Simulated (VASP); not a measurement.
Wanted: the native input for a VASP 6.6.1 run.

- Task: relaxation of cell and atoms
- Functional: PBE
- Dispersion: D3(BJ)
- Potentials or basis: VASP PAW PBE potentials, release 64 (Al, Cu)
- Cutoff: 600 eV
- k mesh: 14 × 14 × 14
- Occupations: gaussian, width 0.1 eV
- Spin: no spin polarisation
- Dipole correction: no
- Further INCAR settings: ALGO = Normal; EDIFF = 1e-07; IBRION = 2; EDIFFG = -0.002; NSW = 100; ISIF = 3

The structure of Al2Cu lies in POSCAR:

```
Al2Cu
1.0
   -2.0303375000      2.0303375000      2.8510940000
    2.0303375000     -2.0303375000      2.8510940000
    2.0303375000      2.0303375000     -2.8510940000
Al Cu
2 1
Direct
    0.7500000000      0.2500000000      0.5000000000
    0.2500000000      0.7500000000      0.5000000000
    0.5000000000      0.5000000000      0.0000000000
```

The input as run:

INCAR

```
PREC = Accurate
ENCUT = 600
EDIFF = 1E-7
ISMEAR = 0
SIGMA = 0.1
LREAL = F
LASPH = T
NELM = 120
ALGO = Normal
ISIF = 3
LWAVE = F
LCHARG = F
GGA = PE
IVDW = 12
IBRION = 2
NSW = 100
EDIFFG = -0.002
GGA_COMPAT = F
NELMIN = 4
```

KPOINTS

```
Automatic mesh
0
Gamma
  14 14 14
```

Potentials or basis: VASP PAW PBE potentials, release 64 (Al, Cu).

Run with:

```console
$ cat potpaw_PBE.64/Al/POTCAR potpaw_PBE.64/Cu/POTCAR > POTCAR
$ mpirun -np 1 vasp_std > vasp.out
```

It gave:

```
Relaxed volume                        : 15.51 Å³/atom
Relaxed cell                          : a = 4.038 Å, b = 4.038 Å, c = 4.038 Å, α = 120.01°, β = 120.01°, γ = 89.99°
Space group after relaxing (to 0.1 Å) : Fm-3m (No. 225)
Energy gained by relaxing             : 0.7 meV/atom
Ionic steps                           : 5
Pressure after relaxing               : 0.0 GPa
Band gap on the k mesh                : zero (an odd number of electrons rules out a gap without spin polarisation)
Dispersion energy per atom            : -0.387 eV
```

Run time: 12 min on 1 thread of Intel Xeon 8259CL, on a shared host, peak memory 0.34 GiB.
